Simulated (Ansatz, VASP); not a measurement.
## Ga3Se in VASP and in Ansatz

```xyz
4
Lattice="4.2249 0.0317 0.0000 0.0317 4.2249 0.0000 0.0000 0.0000 4.2249" Properties=species:S:1:pos:R:3 pbc="T T T"
Ga    0.0158    2.1125    2.1125
Ga    2.1125    0.0158    2.1125
Ga    2.1283    2.1283    0.0000
Se    0.0000    0.0000    0.0000
```

Change from the starting cell: strain +0.0150 x Voigt [0, 0, 0, 0, 0, 1], atoms carried along.

Alike in both runs: task single point; functional PBEsol; dispersion D3(BJ); k mesh 12 × 12 × 12; occupations gaussian, width 0.15 eV; no spin polarisation.

```csv
,VASP,Ansatz
version,VASP 6.6.1,Ansatz 0.2.0
potentials or method,"VASP PAW PBE potentials, release 64 (Ga_d, Se), cutoff 520 eV","scalar-relativistic, plane waves, PAW"
valence electrons in the cell,45,55
```

Ansatz gave:

- gap on the k mesh at the Fermi level (eV): none
- pressure (GPa): 0.1

Question: Which values does VASP return?

Answer: gap on the k mesh at the Fermi level (eV): none; pressure (GPa): 0.2.

VASP's potentials were made for PBE, not for PBEsol. A gap of «none» marks a metal or a gap that the smearing closes. VASP's potentials hold 45 valence electrons a cell and Ansatz's 55, so a difference there can come from the potentials and not from the codes.
